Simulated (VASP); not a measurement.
# MoS2 (R-3m) in VASP: a series of runs

Aim: see how the results for MoS2 move with the level of theory and the settings. Levels: PBEsol, LDA. Tasks: single point.

All numbers are computed with VASP 6.6.1; they aren't measurements. Logs are shortened: lines on timing, memory, paths and dates and some standing lists are left out, and cuts for length are marked.

**1. The cell of the first run**

Symmetry: R-3m, No. 166, trigonal system. Conventional cell: a = 3.171 Å, b = 3.171 Å, c = 18.345 Å, α = 90.00°, β = 90.00°, γ = 120.00°. Mo (site symmetry -3m) has 6 S at 2.39 Å and 6 Mo at 3.17 Å within 3.2 Å. S (site symmetry 3m) has 3 Mo at 2.39 Å and 6 S at 3.17 Å within 3.2 Å.

**2. Single point, PBEsol**

The input, INCAR:

```
ALGO     = Normal         # electronic algorithm
EDIFF    = 1E-6           # SCF threshold, eV
ENCUT    = 520            # plane-wave cutoff, eV
GGA      = PS             # functional
ISIF     = 2              # what is computed and relaxed
ISMEAR   = -1             # smearing method
LASPH    = True           # aspherical terms in the spheres
LCHARG   = False          # write CHGCAR
LREAL    = False          # projectors in reciprocal space
LWAVE    = False          # write WAVECAR
NBANDS   = 20             # bands
NELM     = 60             # most SCF steps
PREC     = Accurate       # precision mode
SIGMA    = 0.03           # smearing width, eV
```

The input, KPOINTS:

```
k-points
0
Gamma
  6 6 6
```

The input, POSCAR:

```
MoS2
1.0
    1.5855000000      0.9153888518      6.1149966667
   -1.5855000000      0.9153888518      6.1149966667
    0.0000000000     -1.8307777036      6.1149966667
Mo S
1 2
Direct
    0.0000000000      0.0000000000      0.0000000000
    0.2500000000      0.2500000000      0.2500000000
    0.7500000000      0.7500000000      0.7500000000
```

Potentials or basis: VASP PAW PBE potentials, release 64 (Mo_sv, S).

Started as:

```bash
> cat potpaw_PBE.64/Mo_sv/POTCAR potpaw_PBE.64/S/POTCAR > POTCAR
> mpirun -np 1 vasp_std > vasp.out
```

OUTCAR:

```text
EDIFF = 1E-6
   ENCUT = 520
   GGA = PS
   ISIF = 2
   ISMEAR = -1
   LASPH = True
   LREAL = False
   NELM = 60
   PREC = Accurate

 ion  position               nearest neighbor table
   1  0.000  0.000  0.000-   3 2.39   2 2.39   3 2.39   3 2.39   2 2.39   2 2.39
   2  0.250  0.250  0.250-   1 2.39   1 2.39   1 2.39
   3  0.750  0.750  0.750-   1 2.39   1 2.39   1 2.39

  LATTYP: Found a trigonal (rhomboedric) cell.
 ALAT       =     6.3831756386
 COS(alpha) =     0.8766074614

  Lattice vectors:

 A1 = (   1.5855000000,   0.9153888518,   6.1149966667)
 A2 = (  -1.5855000000,   0.9153888518,   6.1149966667)
 A3 = (   0.0000000000,  -1.8307777036,   6.1149966667)

Analysis of symmetry for initial positions (statically):
=====================================================================
 Subroutine PRICEL returns:
 Original cell was already a primitive cell.

 Routine SETGRP: Setting up the symmetry group for a
 trigonal (rhombohedral) supercell.

 Subroutine GETGRP returns: Found 12 space group operations
 (whereof 12 operations were pure point group operations)
 out of a pool of 12 trial point group operations.

The static configuration has the point symmetry D_3d.

Analysis of symmetry for dynamics (positions and initial velocities):
=====================================================================
 Subroutine PRICEL returns:
 Original cell was already a primitive cell.

 Routine SETGRP: Setting up the symmetry group for a
 trigonal (rhombohedral) supercell.

 Subroutine GETGRP returns: Found 12 space group operations
 (whereof 12 operations were pure point group operations)
 out of a pool of 12 trial point group operations.

The dynamic configuration has the point symmetry D_3d.

 Subroutine INISYM returns: Found 12 space group operations
 (whereof 12 operations are pure point group operations),
 and found     1 'primitive' translations

----------------------------------------------------------------------------------------

                                     Primitive cell

  volume of cell :      53.2500

  direct lattice vectors                    reciprocal lattice vectors
     1.585500000  0.915388852  6.114996667     0.315357931  0.182071986  0.054510796
    -1.585500000  0.915388852  6.114996667    -0.315357931  0.182071986  0.054510796
     0.000000000 -1.830777704  6.114996667     0.000000000 -0.364143973  0.054510796

  length of vectors
     6.383175639  6.383175639  6.383175639     0.368201385  0.368201385  0.368201385

  position of ions in fractional coordinates (direct lattice)
     0.000000000  0.000000000  0.000000000
     0.250000000  0.250000000  0.250000000
     0.750000000  0.750000000  0.750000000

  ion indices of the primitive-cell ions
   primitive index   ion index
                 1           1
                 2           2
                 3           3

----------------------------------------------------------------------------------------

 KPOINTS: k-points

Automatic generation of k-mesh.
 Grid dimensions read from file:
 generate k-points for:    6    6    6

 Generating k-lattice:

  Cartesian coordinates                     Fractional coordinates (reciprocal lattice)
     0.052559655  0.030345331  0.009085133     0.166666667  0.000000000  0.000000000
    -0.052559655  0.030345331  0.009085133     0.000000000  0.166666667  0.000000000
     0.000000000 -0.060690662  0.009085133     0.000000000  0.000000000  0.166666667

  Length of vectors
     0.061366897  0.061366897  0.061366897

  Shift w.r.t. Gamma in fractional coordinates (k-lattice)
     0.000000000  0.000000000  0.000000000

 Subroutine IBZKPT returns following result:
 ===========================================

 Found     32 irreducible k-points:

 Following reciprocal coordinates:
            Coordinates               Weight
  0.000000  0.000000  0.000000      1.000000
  0.166667  0.000000  0.000000      6.000000
  0.333333 -0.000000  0.000000      6.000000
  0.500000  0.000000  0.000000      3.000000
  0.166667  0.166667  0.000000      6.000000
  0.333333  0.166667  0.000000     12.000000
[... 16 lines left out ...]
  0.500000  0.500000  0.166667      6.000000
 -0.333333  0.500000  0.166667     12.000000
 [... further k-points ...]
   k-points           NKPTS =     32   k-points in BZ     NKDIM =     32   number of bands    NBANDS=     20
   number of dos      NEDOS =    301   number of ions     NIONS =      3
   total plane-waves  NPLWV = 110592
   dimension x,y,z NGX =    48 NGY =   48 NGZ =   48
   dimension x,y,z NGXF=    96 NGYF=   96 NGZF=   96
   ions per type =               1   2
   NGX,Y,Z   is equivalent  to a cutoff of  12.50, 12.50, 12.50 a.u.
   NGXF,Y,Z  is equivalent  to a cutoff of  25.00, 25.00, 25.00 a.u.
 SYSTEM =  unknown system
   PREC   = accura    normal or accurate (medium, high low for compatibility)
   ISTART =      0    job   : 0-new  1-cont  2-samecut
   ICHARG =      2    charge: 1-file 2-atom 10-const
   ISPIN  =      1    spin polarized calculation?
   LNONCOLLINEAR =      F non collinear calculations
   LSORBIT =      F    spin-orbit coupling
   LASPH  =      T    aspherical Exc in radial PAW
   ENCUT  =  520.0 eV  38.22 Ry    6.18 a.u.  11.87 11.87 11.87*2*pi/ulx,y,z
   NELM   =     60;   NELMIN=  2; NELMDL= -5     # of ELM steps
   EDIFF  = 0.1E-05   stopping-criterion for ELM
   LREAL  =      F    real-space projection
   EDIFFG = 0.1E-04   stopping-criterion for IOM
   NSW    =      0    number of steps for IOM
   IBRION =     -1    ionic relax: 0-MD 1-quasi-New 2-CG
   NFREE  =      0    steps in history (QN), initial steepest desc. (CG)
   ISIF   =      2    stress and relaxation
   ISYM   =      2    0-nonsym 1-usesym 2-fastsym
   POTIM  = 0.5000    time-step for ionic-motion
   TEBEG  =    0.0;   TEEND  =   0.0 temperature during run
   PSTRESS=    0.0 pullay stress
   NELECT =      26.0000    total number of electrons
   NUPDOWN=      -1.0000    fix difference up-down
   EMIN   =  10.00;   EMAX   =-10.00  energy-range for DOS
   EFERMI =   0.00;   METHOD = LEGACY
   ISMEAR =    -1;   SIGMA  =   0.03  broadening in eV -4-tet -1-fermi 0-gaus
   EFERMI_NEDOS =   21; number of points for ismear=-14 and -15
   IALGO  =     38    algorithm
   IMIX   =      4    mixing-type and parameters
     AMIX     =   0.40;   BMIX     =  1.00
     AMIX_MAG =   1.60;   BMIX_MAG =  1.00
  volume/ion in A,a.u.               =      17.75       119.78
  Fermi-wavevector in a.u.,A,eV,Ry     =   1.289118  2.436081 22.610522  1.661826
  Thomas-Fermi vector in A             =   2.421031
   LORBIT       =      0    0 simple, 1 ext, 2 COOP (PROOUT), +10 PAW based schemes
   GGA     = PS    functional components
   LHFCALC =     F    Hartree Fock is set to
   AEXX    =    0.0000 exact exchange contribution
   IVDW    =     0    specifies the selected vdW correction
   LEPSILON=     F    determine dielectric tensor
   LRPA    =     F    only Hartree local field effects (RPA)
 non-spin polarized calculation
  energy-cutoff  :      520.00
  volume of cell :       53.25
 maximum number of plane-waves:      1448
   NGX = 23   NGY = 23   NGZ = 23

 number of electron      25.9999998 magnetization

 Free energy of the ion-electron system (eV)
  ---------------------------------------------------
  ext. energy  EPLUGINS =         0.00000000
  ---------------------------------------------------
  free energy    TOTEN  =       -22.62623342 eV

  energy without entropy =      -22.62422616  energy(sigma->0) =      -22.62522979

 E-fermi :   7.5298     XC(G=0): -11.0021

 val. band max:        7.4839732410   @ k =   0.3333   0.3333   0.3333
 cond. band min:       7.5517695727   @ k =  -0.3333   0.5000   0.3333
 fundamental gap:      0.0677963317
 Fermi energy:         7.5298023502

 k-point     1 :       0.0000    0.0000    0.0000
  band No.  band energies     occupation
      1     -54.0075      2.00000
      2     -28.1126      2.00000
      3     -28.0316      2.00000
      4     -28.0316      2.00000
      5      -7.4773      2.00000
      6      -5.8161      2.00000
[... 12 lines left out ...]
     19      14.3228      0.00000
     20      17.2430      0.00000

 k-point     2 :       0.1667    0.0000    0.0000
  band No.  band energies     occupation
      1     -53.9973      2.00000
      2     -28.1338      2.00000
      3     -28.0920      2.00000
      4     -28.0548      2.00000
      5      -7.0318      2.00000
      6      -5.7415      2.00000
[... 12 lines left out ...]
     19      15.4130      0.00000
     20      16.7174      0.00000

 k-point     3 :       0.3333   -0.0000    0.0000
  band No.  band energies     occupation
      1     -53.9770      2.00000
      2     -28.3332      2.00000
      3     -28.1009      2.00000
      4     -28.0508      2.00000
      5      -6.0886      2.00000
      6      -5.4250      2.00000
[... 12 lines left out ...]
     19      15.1195      0.00000
     20      16.4438      0.00000

 k-point     4 :       0.5000    0.0000    0.0000
  band No.  band energies     occupation
      1     -53.9667      2.00000
      2     -28.4306      2.00000
      3     -28.1238      2.00000
      4     -28.0300      2.00000
      5      -5.8111      2.00000
      6      -4.8468      2.00000
[... 12 lines left out ...]
     19      14.5665      0.00000
     20      14.9795      0.00000

 k-point     5 :       0.1667    0.1667    0.0000
  band No.  band energies     occupation
      1     -53.9973      2.00000
      2     -28.1338      2.00000
      3     -28.0920      2.00000
      4     -28.0548      2.00000
      5      -7.0098      2.00000
      6      -5.7771      2.00000
[... 12 lines left out ...]
     19      15.5097      0.00000
     20      16.8338      0.00000
[... 353 lines left out ...]
      6      -5.0820      2.00000
[... 12 lines left out ...]
     19      14.7589      0.00000
     20      16.0042      0.00000

 k-point    22 :      -0.1667    0.3333    0.1667
  band No.  band energies     occupation
      1     -53.9667      2.00000
      2     -28.3797      2.00000
      3     -28.1769      2.00000
      4     -28.0301      2.00000
      5      -5.5461      2.00000
      6      -5.1956      2.00000
[... 12 lines left out ...]
     19      14.8649      0.00000
     20      16.2879      0.00000

 k-point    23 :       0.5000    0.5000    0.1667
  band No.  band energies     occupation
      1     -53.9770      2.00000
      2     -28.3332      2.00000
      3     -28.1009      2.00000
      4     -28.0508      2.00000
      5      -5.9029      2.00000
      6      -5.6350      2.00000
[... 12 lines left out ...]
     19      14.4549      0.00000
     20      16.2496      0.00000

 k-point    24 :      -0.3333    0.5000    0.1667
  band No.  band energies     occupation
      1     -53.9667      2.00000
      2     -28.3797      2.00000
      3     -28.1769      2.00000
      4     -28.0302      2.00000
      5      -5.5849      2.00000
      6      -5.1375      2.00000
[... 12 lines left out ...]
     19      14.4473      0.00000
     20      16.1284      0.00000

 [... further k-points ...]
[... 5 lines left out ...]
  --------------------------------------------------------------------------------------
  -------------------------------------------------------------------------------------
  Total        0.4644163      0.4644163      1.9301603      0.0000000     -0.0000000      0.0000000
  in kB       13.9732912     13.9732912     58.0743842      0.0000000     -0.0000000      0.0000000
  external PRESSURE =      28.6736556 kB  Pullay stress =       0.0000000 kB

 VOLUME and BASIS-vectors are now :
 -----------------------------------------------------------------------------
  energy-cutoff  :      520.00
  volume of cell :       53.25
      direct lattice vectors                 reciprocal lattice vectors
     1.585500000  0.915388852  6.114996667     0.315357931  0.182071986  0.054510796
    -1.585500000  0.915388852  6.114996667    -0.315357931  0.182071986  0.054510796
     0.000000000 -1.830777704  6.114996667     0.000000000 -0.364143973  0.054510796

 POSITION                                       TOTAL-FORCE (eV/Angst)
 -----------------------------------------------------------------------------------
      0.00000      0.00000      0.00000         0.000000      0.000000      0.000000
      0.00000      0.00000      4.58625         0.000000     -0.000000     -0.702787
      0.00000      0.00000     13.75874         0.000000      0.000000      0.702787
 -----------------------------------------------------------------------------------
    total drift:                               -0.000000     -0.000000      0.000000

  FREE ENERGIE OF THE ION-ELECTRON SYSTEM (eV)
  ---------------------------------------------------
  free  energy   TOTEN  =       -22.6262334177 eV

  energy  without entropy=      -22.6242261635  energy(sigma->0) =      -22.62522979
```

It took 39 s on 1 thread of Intel Xeon Platinum 8559C (Emerald Rapids), shared host; peak memory 0.31 GiB.

What came out:

```yaml
Free_energy: -22.6262 eV
Pressure: 2.9 GPa
Largest_force: 0.703 eV/Å
Band_gap_on_the_k_mesh: zero (band 13 reaches 8.10 eV, above the bottom of band 14 at 7.37 eV)
```

Forces in eV/Å, atoms in the order of the input:
```
Mo   0.000  0.000  0.000
S    0.000  0.000 -0.703
S    0.000  0.000  0.703
```

Stress tensor (GPa, compression positive):
```
1.40 0.00 0.00
0.00 1.40 0.00
0.00 0.00 5.81
```

Levels at points of the mesh, in eV from the Fermi level:
```tsv
k point	band 9	band 10	band 11	band 12	band 13	band 14	band 15	band 16	band 17	band 18
(0.00, 0.00, 0.00)	-4.06	-1.60	-1.10	-0.89	-0.89	-0.05	-0.05	3.57	3.57	6.20
(0.50, 0.00, 0.00)	-5.17	-4.18	-2.69	-1.79	-1.42	1.20	2.12	3.59	4.32	5.61
(0.50, 0.50, 0.00)	-4.53	-4.11	-2.71	-2.11	-1.64	1.20	1.90	4.04	4.82	4.96
(0.50, 0.50, 0.50)	-4.04	-3.75	-0.88	-0.88	-0.16	-0.16	0.11	3.69	3.69	6.13
```

Caveat: the k points lie up to 0.39 Å⁻¹ apart; the PAW data sets were made with another functional, which shifts forces and pressure a little.

[end of part 1 of 2]
